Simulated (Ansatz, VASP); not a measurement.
# One calculation of Cu2Sb3, two programs

```
Cu Sb
1.0
     3.33735    0.00000    0.00000
    -1.66868    2.89023    0.00000
     0.00000    0.00000    7.98331
Cu Sb
2 3
Direct
  0.33333 0.66667 0.50000
  0.66667 0.33333 0.50000
  0.50000 0.00000 0.00000
  0.00000 0.50000 0.00000
  0.50000 0.50000 0.00000
```

Alike in both runs: task relaxation of cell and atoms; functional PBE; k mesh 6 × 6 × 2; occupations gaussian, width 0.1 eV; no spin polarisation.

|  | VASP | Ansatz |
| --- | --- | --- |
| version | VASP 6.6.1 | Ansatz 0.2.0 |
| potentials or method | VASP PAW PBE potentials, release 64 (Cu, Sb), cutoff 600 eV | scalar-relativistic, plane waves, PAW |
| valence electrons in the cell | 37 | 83 |

|  | VASP | Ansatz | Ansatz less VASP |
| --- | --- | --- | --- |
| gap on the k mesh at the Fermi level, each at its own relaxed structure (eV) | none | none | - |
| relaxed volume (Å³/atom) | 25.82 | 29.16 | +3.343 |
| relaxed length of the cell vector where the two differ most in proportion (Å) | 4.802 | 3.945 | -0.8573 |

A gap of «none» marks a metal or a gap that the smearing closes. One of these differences is far larger than is usual between the two programs; its cause wasn't traced. VASP's potentials hold 37 valence electrons a cell and Ansatz's 83, so a difference there can come from the potentials and not from the codes.

The k mesh is coarse, so the values compare programs but aren't converged. Neither program's run includes spin-orbit coupling. Noted on VASP's run: the volume moved by over 15 % at a fixed basis, so the end points are rough.
